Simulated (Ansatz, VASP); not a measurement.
# Ca: VASP beside Ansatz

```
CELL_PARAMETERS angstrom
0.00000 2.75563 2.75563
2.75563 0.00000 2.75563
2.75563 2.75563 0.00000
ATOMIC_POSITIONS crystal
Ca 0.00000 0.00000 0.00000
```

Alike in both runs: task single point; functional HSE06; k mesh 6 × 6 × 6; occupations gaussian, width 0.05 eV; no spin polarisation.

|  | VASP | Ansatz |
| --- | --- | --- |
| version | VASP 6.6.1 | Ansatz 0.2.0 |
| potentials or method | VASP PAW PBE potentials, release 64 (Ca_sv), cutoff 520 eV | scalar-relativistic, plane waves, PAW |
| valence electrons in the cell | 10 | 10 |

```tsv
	VASP	Ansatz	Ansatz less VASP
gap on the k mesh at the Fermi level (eV)	none	none	-
pressure (GPa)	0.6	0.5	-0.01
```

A gap of «none» marks a metal or a gap that the smearing closes. The functional is the same, so the differences come from potentials, cutoffs and numerics. Ansatz's warnings: filled band counts differ across k points, stress exchange threshold loose, stress scf threshold loose.
